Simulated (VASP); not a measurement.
# Sr2BiPd2: single point with PBE

Crystal: Sr2BiPd2.

```
Pd Bi Sr
1.0
    -5.41186   -0.02449    3.03064
     0.00603   -0.00268    6.07212
     0.03844    8.30574    3.03237
Pd Bi Sr
4 2 4
Direct
  0.79106 0.54791 0.25983
  0.19559 0.59024 0.76299
  0.66627 0.66133 0.73915
  0.25693 0.07827 0.25353
  0.99724 0.31595 0.00973
  0.48197 0.65339 0.49172
  0.81036 0.02898 0.41331
  0.17361 0.22855 0.59738
  0.70544 0.02255 0.90999
  0.31792 0.61599 0.08575
```

| Quantity | Value |
| --- | --- |
| Program | VASP 6.6.1 |
| Task | single point |
| Functional | PBE |
| Potentials or basis | VASP PAW PBE potentials, release 64 (Pd, Bi_d, Sr_sv) |
| Cutoff | 520 eV |
| k mesh | 3 × 3 × 2 |
| Occupations | methfessel-paxton, width 0.15 eV |
| Spin | no spin polarisation |
| Dipole correction | no |
| Further INCAR settings | ALGO = Normal; EDIFF = 1e-07; NBANDS = 66 |

- Pressure: 3.8 GPa
- Largest force: 2.716 eV/Å
- Band gap on the k mesh: zero (bands 55 and 56 overlap by 0.24 eV)

Forces on the atoms (eV/Å):
```
Pd  -0.688 -0.834  0.471
Pd   0.238 -0.082  0.433
Pd  -0.345  0.730  0.196
Pd  -1.501  1.116  0.753
Bi   1.501 -2.241 -0.317
Bi   0.241  0.972 -0.730
Sr  -0.024  0.229 -0.949
Sr   0.273  0.069  0.030
Sr   0.641 -0.131 -0.082
Sr  -0.335  0.173  0.194
```

Stress tensor (GPa, compression positive):
```
 3.31 -2.06  0.22
-2.06  6.58  0.23
 0.22  0.23  1.41
```

Levels at points of the mesh, in eV from the Fermi level:
```tsv
k point	band 53	band 54	band 55	band 56	band 57	band 58
(0.00, 0.00, 0.00)	-0.90	-0.43	-0.24	-0.13	0.60	0.84
(0.00, 0.00, 0.50)	-0.82	-0.63	0.11	0.21	0.54	0.77
```

It took 5 min on 1 thread of Intel(R) Xeon(R) Platinum 8375C CPU @ 2.90GHz (Ice Lake) (shared host), peak memory 0.49 GiB.

Caveat: the k points lie up to 0.41 Å⁻¹ apart; spin-orbit coupling is left out, which moves the levels of the heavy elements; forces of over 1 eV/Å act on the atoms, so gaps and moduli don't describe the material at rest.
